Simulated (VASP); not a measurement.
# Eu (Im-3m) in VASP: a series of runs

Runs on Eu. Level: PBE+U. Tasks: single point, density of states.

Everything below comes from runs of VASP 6.6.1. Logs are shortened: lines on timing, memory, paths and dates and some standing lists are left out, and cuts for length are marked.

**1. The cell of the first run**

The structure is cubic, space group Im-3m (No. 229). The conventional cell has a = 4.606 Å, b = 4.606 Å, c = 4.606 Å, α = 90.00°, β = 90.00°, γ = 90.00°. Within 5.2 Å of Eu (site symmetry m-3m) lie 14 Eu at 3.99 to 4.61 Å.

**2. Single point, PBE+U, collinear spin, ferromagnetic start**

The input, INCAR:

```
SYSTEM = Eu
ALGO = Normal
EDIFF = 1E-7
ENCUT = 520
GGA = PE
ISIF = 2
ISMEAR = -1
ISPIN = 2
LASPH = .True.
LCHARG = .True.
LDAU = .True.
LDAUJ = 0
LDAUL = 3
LDAUPRINT = 1
LDAUTYPE = 2
LDAUU = 3
LELF = .True.
LMAXMIX = 6
LORBIT = 11
LREAL = .False.
LVHAR = .True.
LWAVE = .False.
MAGMOM = 7
NBANDS = 18
NELM = 150
PREC = Accurate
SIGMA = 0.05
```

The input, KPOINTS:

```
k-points
0
Gamma
  10 10 10
  0 0 0
```

The input, POSCAR:

```
Eu
1.0
   -2.3030000000      2.3030000000      2.3030000000
    2.3030000000     -2.3030000000      2.3030000000
    2.3030000000      2.3030000000     -2.3030000000
Eu
1
Direct
    0.0000000000      0.0000000000      0.0000000000
```

Potentials or basis: VASP PAW PBE potentials, release 64 (Eu).

Run with:

```bash
$ cat potpaw_PBE.64/Eu/POTCAR > POTCAR
$ mpirun -np 1 vasp_std > vasp.out
```

OUTCAR:

```text
SYSTEM = Eu
   EDIFF = 1E-7
   ENCUT = 520
   GGA = PE
   ISIF = 2
   ISMEAR = -1
   ISPIN = 2
   LASPH = .True.
   LORBIT = 11
   LREAL = .False.
   NELM = 150
   PREC = Accurate

 ion  position               nearest neighbor table
   1  0.000  0.000  0.000-

  LATTYP: Found a body centered cubic cell.
 ALAT       =     4.6060000000

  Lattice vectors:

 A1 = (  -2.3030000000,   2.3030000000,   2.3030000000)
 A2 = (   2.3030000000,  -2.3030000000,   2.3030000000)
 A3 = (   2.3030000000,   2.3030000000,  -2.3030000000)

Analysis of symmetry for initial positions (statically):
=====================================================================
 Subroutine PRICEL returns:
 Original cell was already a primitive cell.

 Routine SETGRP: Setting up the symmetry group for a
 body centered cubic supercell.

 Subroutine GETGRP returns: Found 48 space group operations
 (whereof 48 operations were pure point group operations)
 out of a pool of 48 trial point group operations.

The static configuration has the point symmetry O_h .

Analysis of symmetry for dynamics (positions and initial velocities):
=====================================================================
 Subroutine PRICEL returns:
 Original cell was already a primitive cell.

 Routine SETGRP: Setting up the symmetry group for a
 body centered cubic supercell.

 Subroutine GETGRP returns: Found 48 space group operations
 (whereof 48 operations were pure point group operations)
 out of a pool of 48 trial point group operations.

The dynamic configuration has the point symmetry O_h .

Analysis of structural, dynamic, and magnetic symmetry:
=====================================================================
[... 182 lines left out ...]
  o =  0.0001  v =  0.0000  0.0000  0.0000  0.0000  0.0000  0.0000  0.0000  0.0004 -0.0000  0.0003 -1.0000 -0.0007  0.0000  0.0009      0.0000  0.0000  0.0000  0.0000  0.0000  0.0000  0.0000  0.0000  0.0000  0.0000  0.0000  0.0000  0.0000  0.0000
  o =  0.9663  v =  0.0001  0.0000 -0.0002 -0.0000 -0.7890  0.0634 -0.6111  0.0000  0.0000  0.0000  0.0000  0.0000  0.0000  0.0000      0.0000  0.0000  0.0000  0.0000  0.0000  0.0000  0.0000  0.0000  0.0000  0.0000  0.0000  0.0000  0.0000  0.0000
  o =  0.9663  v =  0.6124  0.0000 -0.7906  0.0000  0.0001 -0.0012  0.0001  0.0000  0.0000  0.0000  0.0000  0.0000  0.0000  0.0000      0.0000  0.0000  0.0000  0.0000  0.0000  0.0000  0.0000  0.0000  0.0000  0.0000  0.0000  0.0000  0.0000  0.0000
  o =  0.9663  v = -0.0008 -0.0000  0.0010  0.0000 -0.0502 -0.9980 -0.0388  0.0000  0.0000  0.0000  0.0000  0.0000  0.0000  0.0000      0.0000  0.0000  0.0000  0.0000  0.0000  0.0000  0.0000  0.0000  0.0000  0.0000  0.0000  0.0000  0.0000  0.0000
  o =  0.9729  v = -0.0002 -0.0000 -0.0001  0.9365  0.2148  0.0000 -0.2773  0.0000  0.0000  0.0000  0.0000  0.0000  0.0000  0.0000      0.0000  0.0000  0.0000  0.0000  0.0000  0.0000  0.0000  0.0000  0.0000  0.0000  0.0000  0.0000  0.0000  0.0000
  o =  0.9729  v = -0.0014  0.0000 -0.0010  0.3508 -0.5735  0.0000  0.7403  0.0000  0.0000  0.0000  0.0000  0.0000  0.0000  0.0000      0.0000  0.0000  0.0000  0.0000  0.0000  0.0000  0.0000  0.0000  0.0000  0.0000  0.0000  0.0000  0.0000  0.0000
  o =  0.9729  v =  0.7906 -0.0000  0.6124  0.0008 -0.0009  0.0000  0.0012  0.0000  0.0000  0.0000  0.0000  0.0000  0.0000  0.0000      0.0000  0.0000  0.0000  0.0000  0.0000  0.0000  0.0000  0.0000  0.0000  0.0000  0.0000  0.0000  0.0000  0.0000
  o =  0.9733  v = -0.0000 -1.0000 -0.0000  0.0000 -0.0000  0.0000  0.0000  0.0000  0.0000  0.0000  0.0000  0.0000  0.0000  0.0000      0.0000  0.0000  0.0000  0.0000  0.0000  0.0000  0.0000  0.0000  0.0000  0.0000  0.0000  0.0000  0.0000  0.0000

 number of electron      17.0000007 magnetization       7.3780994

 Free energy of the ion-electron system (eV)
  ---------------------------------------------------
  ext. energy  EPLUGINS =         0.00000000
  ---------------------------------------------------
  free energy    TOTEN  =       -11.03356245 eV

  energy without entropy =      -11.02197362  energy(sigma->0) =      -11.02776803

 E-fermi :   1.6228     XC(G=0):  -8.2065

 val. band max:        1.6125371748   @ k =   0.3000   0.2000   0.1000
 cond. band min:       1.6394851742   @ k =  -0.4000   0.4000   0.4000
 fundamental gap:      0.0269479993
 Fermi energy:         1.6228410192

 spin component 1

 k-point     1 :       0.0000    0.0000    0.0000
  band No.  band energies     occupation
      1     -39.7065      1.00000
      2     -18.4511      1.00000
      3     -18.4511      1.00000
      4     -18.4511      1.00000
      5      -2.5217      1.00000
      6       0.5072      1.00000
[... 1001 lines left out ...]
     17       8.4185      0.00000
     18      10.4406      0.00000

 [... further k-points ...]

------------------------ aborting loop because EDIFF is reached ----------------------------------------

  FORCE on cell =-STRESS in cart. coord.  units (eV):
  Direction    XX          YY          ZZ          XY          YZ          ZX
  --------------------------------------------------------------------------------------
  -------------------------------------------------------------------------------------
  Total       -0.2385224     -0.2385224     -0.2385224      0.0000000      0.0000000     -0.0000000
  in kB       -7.8216416     -7.8216416     -7.8216416      0.0000000      0.0000000     -0.0000000
  external PRESSURE =      -7.8216416 kB  Pullay stress =       0.0000000 kB

 VOLUME and BASIS-vectors are now :
 -----------------------------------------------------------------------------
  energy-cutoff  :      520.00
  volume of cell :       48.86
      direct lattice vectors                 reciprocal lattice vectors
    -2.303000000  2.303000000  2.303000000     0.000000000  0.217108120  0.217108120
     2.303000000 -2.303000000  2.303000000     0.217108120  0.000000000  0.217108120
     2.303000000  2.303000000 -2.303000000     0.217108120  0.217108120  0.000000000

 POSITION                                       TOTAL-FORCE (eV/Angst)
 -----------------------------------------------------------------------------------
      0.00000      0.00000      0.00000        -0.000000     -0.000000     -0.000000
 -----------------------------------------------------------------------------------
    total drift:                               -0.000000     -0.000000      0.000000

  FREE ENERGIE OF THE ION-ELECTRON SYSTEM (eV)
  ---------------------------------------------------
  free  energy   TOTEN  =       -11.0335624515 eV

  energy  without entropy=      -11.0219736156  energy(sigma->0) =      -11.02776803

 total charge

# of ion       s       p       d       f       tot
--------------------------------------------------
    1        2.078   5.733   0.206   6.785  14.802

 magnetization (x)

# of ion       s       p       d       f       tot
--------------------------------------------------
    1       -0.005  -0.102   0.101   6.784   6.777
```

stdout:

```text
POSCAR found type information on POSCAR Eu
 POSCAR found :  1 types and       1 ions
 scaLAPACK will be used
 LDA part: xc-table for (Slater+PW92), standard interpolation
 POSCAR, INCAR and KPOINTS ok, starting setup
 FFT: planning ... GRIDC
 FFT: planning ... GRID_SOFT
 FFT: planning ... GRID
 WAVECAR not read
 entering main loop
```

Wall time 3.4 min (1 thread of Intel Xeon Platinum 8375C at 2.90GHz (Ice Lake), shared host); peak memory 0.23 GiB.

What came out:

```
Free energy                                           : -11.0336 eV
Pressure                                              : -0.8 GPa
Net moment                                            : 7.38 μB per cell
Site moments                                          : Eu +6.78 μB
Valence electrons inside the program's atomic spheres : Eu 14.80
```

Levels at points of the mesh, in eV from the Fermi level:
Spin up:
| k point | band 9 | band 10 | band 11 | band 12 | band 13 | band 14 | band 15 | band 16 |
| --- | --- | --- | --- | --- | --- | --- | --- | --- |
| (0.00, 0.00, 0.00) | -1.01 | -1.01 | -1.01 | -0.97 | 1.82 | 1.82 | 1.82 | 3.28 |
| (0.50, 0.00, 0.00) | -1.02 | -1.01 | -1.01 | -1.00 | 0.45 | 0.59 | 3.14 | 3.81 |
| (0.50, 0.50, 0.50) | -0.97 | -0.97 | -0.97 | -0.82 | -0.82 | 4.25 | 4.25 | 4.25 |
Spin down:
```csv
k point,band 3,band 4,band 5,band 6,band 7,band 8
"(0.00, 0.00, 0.00)",-17.72,-17.72,-3.48,2.72,2.72,2.72
"(0.50, 0.00, 0.00)",-17.84,-17.72,-0.83,1.15,1.38,4.20
"(0.50, 0.50, 0.50)",-17.98,-17.98,-0.06,-0.06,4.55,4.55
```

Eigenvalues of the final occupation matrices:
| site | spin | trace | eigenvalues |
| --- | --- | --- | --- |
| site 1 f | 1 | 6.79 | 0.97 0.97 0.97 0.97 0.97 0.97 0.97 |
| site 1 f | 2 | 0.00 | 0.00 0.00 0.00 0.00 0.00 0.00 0.00 |

Caveat: spin-orbit coupling is left out, which moves the levels of the heavy elements. The state reached can hang on the start; a lower one may exist.

**3. Single point, PBE+U, collinear spin, ferromagnetic start**

The input, INCAR:

```
SYSTEM = Eu
ALGO = Normal ; EDIFF = 1E-6
ENCUT = 520 ; GGA = PE
ISIF = 2 ; ISMEAR = -1
ISPIN = 2 ; LASPH = .TRUE.
LCHARG = .FALSE. ; LDAU = .TRUE.
LDAUJ = 0 ; LDAUL = 3
LDAUPRINT = 1 ; LDAUTYPE = 2
LDAUU = 5 ; LMAXMIX = 6
LORBIT = 11 ; LREAL = .FALSE.
LWAVE = .FALSE. ; MAGMOM = 7
NBANDS = 18 ; NELM = 150
PREC = Accurate ; SIGMA = 0.05
```

The input, KPOINTS:

```
k-points
0
G
  10 10 10
  0 0 0
```

POSCAR is that of step 2.

Potentials or basis: VASP PAW PBE potentials, release 64 (Eu).

Run with:

```bash
$ cat potpaw_PBE.64/Eu/POTCAR > POTCAR
$ mpirun -np 1 vasp_std > vasp.out
```

OUTCAR:

```text
SYSTEM = Eu
   EDIFF = 1E-6
   ENCUT = 520
   GGA = PE
   ISIF = 2
   ISMEAR = -1
   ISPIN = 2
   LASPH = .TRUE.
   LORBIT = 11
   LREAL = .FALSE.
   NELM = 150
   PREC = Accurate

 ion  position               nearest neighbor table
   1  0.000  0.000  0.000-

  LATTYP: Found a body centered cubic cell.
 ALAT       =     4.6060000000

  Lattice vectors:

 A1 = (  -2.3030000000,   2.3030000000,   2.3030000000)
 A2 = (   2.3030000000,  -2.3030000000,   2.3030000000)
 A3 = (   2.3030000000,   2.3030000000,  -2.3030000000)

Analysis of symmetry for initial positions (statically):
=====================================================================
 Subroutine PRICEL returns:
 Original cell was already a primitive cell.

 Routine SETGRP: Setting up the symmetry group for a
 body centered cubic supercell.

 Subroutine GETGRP returns: Found 48 space group operations
 (whereof 48 operations were pure point group operations)
 out of a pool of 48 trial point group operations.

The static configuration has the point symmetry O_h .

Analysis of symmetry for dynamics (positions and initial velocities):
[... 224 lines left out ...]

 k-point     1 :       0.0000    0.0000    0.0000
  band No.  band energies     occupation
      1     -39.5215      1.00000
      2     -18.3030      1.00000
      3     -18.3030      1.00000
      4     -18.3030      1.00000
      5      -2.4936      1.00000
      6      -0.1179      1.00000
[... 1001 lines left out ...]
     17       9.6550      0.00000
     18      10.8380      0.00000

 [... further k-points ...]

------------------------ aborting loop because EDIFF is reached ----------------------------------------

  FORCE on cell =-STRESS in cart. coord.  units (eV):
  Direction    XX          YY          ZZ          XY          YZ          ZX
  --------------------------------------------------------------------------------------
  -------------------------------------------------------------------------------------
  Total       -0.1119268     -0.1119268     -0.1119268      0.0000000      0.0000000     -0.0000000
  in kB       -3.6703125     -3.6703125     -3.6703125      0.0000000      0.0000000     -0.0000000
  external PRESSURE =      -3.6703125 kB  Pullay stress =       0.0000000 kB

 VOLUME and BASIS-vectors are now :
 -----------------------------------------------------------------------------
  energy-cutoff  :      520.00
  volume of cell :       48.86
      direct lattice vectors                 reciprocal lattice vectors
    -2.303000000  2.303000000  2.303000000     0.000000000  0.217108120  0.217108120
     2.303000000 -2.303000000  2.303000000     0.217108120  0.000000000  0.217108120
     2.303000000  2.303000000 -2.303000000     0.217108120  0.217108120  0.000000000

 POSITION                                       TOTAL-FORCE (eV/Angst)
 -----------------------------------------------------------------------------------
      0.00000      0.00000      0.00000        -0.000000     -0.000000     -0.000000
 -----------------------------------------------------------------------------------
    total drift:                               -0.000000     -0.000000      0.000000

  FREE ENERGIE OF THE ION-ELECTRON SYSTEM (eV)
  ---------------------------------------------------
  free  energy   TOTEN  =       -10.8486407642 eV

  energy  without entropy=      -10.8374987958  energy(sigma->0) =      -10.84306978

 total charge

# of ion       s       p       d       f       tot
--------------------------------------------------
    1        2.078   5.739   0.198   6.820  14.835

 magnetization (x)

# of ion       s       p       d       f       tot
--------------------------------------------------
    1       -0.006  -0.104   0.092   6.819   6.802
```

stdout:

```text
POSCAR found type information on POSCAR Eu
 POSCAR found :  1 types and       1 ions
 scaLAPACK will be used
 LDA part: xc-table for (Slater+PW92), standard interpolation
 POSCAR, INCAR and KPOINTS ok, starting setup
 FFT: planning ... GRIDC
 FFT: planning ... GRID_SOFT
 FFT: planning ... GRID
 WAVECAR not read
 entering main loop
```

It took 2.7 min on 1 thread of Intel Xeon Platinum 8375C at 2.90GHz (Ice Lake), shared host; peak memory 0.23 GiB.

Results:

```
Free energy                                           : -10.8486 eV
Pressure                                              : -0.4 GPa
Net moment                                            : 7.36 μB per cell
Site moments                                          : Eu +6.80 μB
Valence electrons inside the program's atomic spheres : Eu 14.84
```

Eigenvalues of the final occupation matrices:
```
    site  spin  trace                         eigenvalues
site 1 f     1   6.83  0.97 0.97 0.97 0.98 0.98 0.98 0.98
site 1 f     2   0.00  0.00 0.00 0.00 0.00 0.00 0.00 0.00
```

Caveat: spin-orbit coupling is left out, which moves the levels of the heavy elements.

**4. Single point, PBE+U, collinear spin, ferromagnetic start**

The input, INCAR:

```
PREC = Accurate ; ENCUT = 520
EDIFF = 1E-7 ; ISMEAR = -1
SIGMA = 0.05 ; LREAL = False
LASPH = True ; NELM = 150
ALGO = Normal ; ISIF = 2
LWAVE = False ; LCHARG = True
ISPIN = 2 ; MAGMOM = 7
LORBIT = 11 ; LMAXMIX = 6
LDAU = True ; LDAUTYPE = 2
LDAUL = 3 ; LDAUU = 5
LDAUJ = 0 ; LDAUPRINT = 1
GGA = PE ; LELF = True
LVHAR = True ; NBANDS = 18
```

The input, KPOINTS:

```
regular mesh
0
Gamma
  10 10 10
```

POSCAR is that of step 3.

Run with:

```bash
$ cat potpaw_PBE.64/Eu/POTCAR > POTCAR
$ mpirun -np 1 vasp_std > vasp.out
```

Wall time 3.2 min (1 thread of Intel Xeon Platinum 8375C at 2.90GHz (Ice Lake), shared host); peak memory 0.23 GiB.

The run converged. Its results:

* Free energy: -10.8486 eV
* Pressure: -0.3 GPa
* Net moment: 7.36 μB per cell
* Site moments: Eu +6.80 μB
* Valence electrons inside the program's atomic spheres: Eu 14.84

Levels at points of the mesh, in eV from the Fermi level:
Spin up:
| k point | band 9 | band 10 | band 11 | band 12 | band 13 | band 14 | band 15 | band 16 |
| --- | --- | --- | --- | --- | --- | --- | --- | --- |
| (0.00, 0.00, 0.00) | -1.65 | -1.65 | -1.65 | -1.61 | 1.87 | 1.87 | 1.87 | 3.33 |
| (0.50, 0.00, 0.00) | -1.65 | -1.65 | -1.63 | -1.51 | 0.45 | 0.63 | 3.20 | 3.88 |
| (0.50, 0.50, 0.50) | -1.62 | -1.62 | -1.62 | -0.80 | -0.80 | 4.26 | 4.26 | 4.26 |
Spin down:
```csv
k point,band 1,band 2,band 3,band 4,band 5,band 6,band 7,band 8,band 9,band 10
"(0.00, 0.00, 0.00)",-37.96,-17.58,-17.58,-17.58,-3.51,2.75,2.75,2.75,4.41,4.41
"(0.50, 0.00, 0.00)",-37.94,-17.96,-17.70,-17.58,-0.85,1.14,1.39,4.24,5.04,6.05
"(0.50, 0.50, 0.50)",-37.92,-17.85,-17.85,-17.85,-0.07,-0.07,4.66,4.66,4.66,6.07
```

Eigenvalues of the final occupation matrices:
| site | spin | trace | eigenvalues |
| --- | --- | --- | --- |
| site 1 f | 1 | 6.83 | 0.97 0.97 0.97 0.98 0.98 0.98 0.98 |
| site 1 f | 2 | 0.00 | 0.00 0.00 0.00 0.00 0.00 0.00 0.00 |

Caveat: spin-orbit coupling is left out, which moves the levels of the heavy elements.

**5. Density of states, PBE+U, collinear spin, ferromagnetic start**

POSCAR is that of step 4.

The input, INCAR.step1:

```
SYSTEM = Eu
ALGO = Normal ; EDIFF = 1E-6
ENCUT = 520 ; GGA = PE
ISIF = 2 ; ISMEAR = -1
ISPIN = 2 ; LASPH = .True.
LCHARG = .True. ; LDAU = .True.
LDAUJ = 0 ; LDAUL = 3
LDAUPRINT = 1 ; LDAUTYPE = 2
LDAUU = 3 ; LMAXMIX = 6
LREAL = .False. ; LWAVE = .False.
MAGMOM = 7 ; NBANDS = 18
NELM = 150 ; PREC = Accurate
SIGMA = 0.05
```

The input, KPOINTS.step1:

```
k-points
0
Gamma
  10 10 10
  0 0 0
```

The input, INCAR.step2:

```
SYSTEM = Eu
ALGO = Normal ; EDIFF = 1E-6
ENCUT = 520 ; GGA = PE
ICHARG = 11 ; ISIF = 2
ISMEAR = -5 ; ISPIN = 2
LASPH = .True. ; LCHARG = .False.
LDAU = .True. ; LDAUJ = 0
LDAUL = 3 ; LDAUPRINT = 1
LDAUTYPE = 2 ; LDAUU = 3
LMAXMIX = 6 ; LORBIT = 10
LREAL = .False. ; LWAVE = .False.
MAGMOM = 7 ; NEDOS = 1001
NELM = 150 ; PREC = Accurate
SIGMA = 0.05
```

The input, KPOINTS.step2:

```
k-points
0
Gamma
  15 15 15
  0 0 0
```

Run with:

```bash
$ cat potpaw_PBE.64/Eu/POTCAR > POTCAR
$ cp INCAR.step1 INCAR
$ cp KPOINTS.step1 KPOINTS
$ mpirun -np 1 vasp_std > vasp.out
$ cp INCAR.step2 INCAR
$ cp KPOINTS.step2 KPOINTS
$ mpirun -np 1 vasp_std > vasp.out
```

Wall time 3.9 min (1 thread of Intel Xeon Platinum 8259CL at 2.50GHz (Skylake/Cascade Lake), shared host); peak memory 0.3 GiB.

It converged, with:

| Item | Value |
| --- | --- |
| Net moment | 7.38 μB per cell |
| Site moments | Eu +6.77 μB |
| Valence electrons inside the program's atomic spheres | Eu 14.80 |

Levels at points of the mesh, in eV from the Fermi level:
Spin up:
```csv
k point,band 8,band 9,band 10,band 11,band 12,band 13,band 14,band 15,band 16
"(0.00, 0.00, 0.00)",-1.13,-1.02,-1.02,-1.02,-0.99,1.80,1.80,1.80,3.26
```
Spin down:
| k point | band 2 | band 3 | band 4 | band 5 | band 6 | band 7 | band 8 | band 9 |
| --- | --- | --- | --- | --- | --- | --- | --- | --- |
| (0.00, 0.00, 0.00) | -17.73 | -17.73 | -17.73 | -3.49 | 2.71 | 2.71 | 2.71 | 4.37 |

Eigenvalues of the final occupation matrices:
```csv
site,spin,trace,eigenvalues
site 1 f,1,6.79,0.97 0.97 0.97 0.97 0.97 0.97 0.97
site 1 f,2,0.00,0.00 0.00 0.00 0.00 0.00 0.00 0.00
```

Caveat: spin-orbit coupling is left out, which moves the levels of the heavy elements; tetrahedron occupations give inexact forces and stress in metals. The state reached can hang on the start; a lower one may exist.

**6. The runs side by side**

```csv
task,U,k mesh for the DOS,occupations for the DOS,gap on the mesh (eV),pressure (GPa),moment (μB)
single point,Eu f U = 3.0 eV,-,-,none,-0.8,7.38
single point,Eu f U = 5.0 eV,-,-,none,-0.3,7.36
density of states,Eu f U = 3.0 eV,15 × 15 × 15,tetrahedron,-,-,7.38
```

Alike in all rows: level PBE+U; potentials or basis VASP PAW PBE potentials, release 64 (Eu); spin collinear, ferromagnetic start; cell as given; k mesh 10 × 10 × 10; cutoff (eV) 520; smearing fermi-dirac 0.05 eV.

Caveats: spin-orbit coupling is left out, which moves the levels of the heavy elements; tetrahedron occupations give inexact forces and stress in metals (some runs).

Total energies depend on the potentials used, so only differences within one code and one set of settings carry meaning.
